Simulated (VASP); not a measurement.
Runs of VASP 6.6.1 on Cu. The structure is that of space group I4/mmm (No. 139), or close to it. The cells are those of the table. 

| cell | gap on the mesh (eV) | pressure (GPa) |
| --- | --- | --- |
| a = 2.590, b = 2.590, c = 2.684 Å, angles 58.8, 58.8, 62.4°, 1 atom | none | -6.6 |
| a = 2.621, b = 2.621, c = 2.684 Å, angles 59.2, 59.2, 61.6°, 1 atom | none | -9.0 |
| a = 2.526, b = 2.526, c = 2.620 Å, angles 58.8, 58.8, 62.5°, 1 atom | none | 2.7 |
| a = 2.559, b = 2.559, c = 2.684 Å, angles 58.4, 58.4, 63.2°, 1 atom | none | (b) |
| a = 2.557, b = 2.557, c = 2.620 Å, angles 59.2, 59.2, 61.6°, 1 atom | none | (a) |

Alike in all rows: task single point; level PBE; potentials or basis VASP PAW PBE potentials, release 64 (Cu); no spin polarisation; k mesh 22 × 22 × 22; cutoff (eV) 520; smearing gaussian 0.15 eV.

Q: Fill in the values left out.

A: (a) -1.1; (b) -3.5.

Caveats: the cell stands under tension (at least some runs).

A gap of «none» marks levels without a gap at the run's occupations.
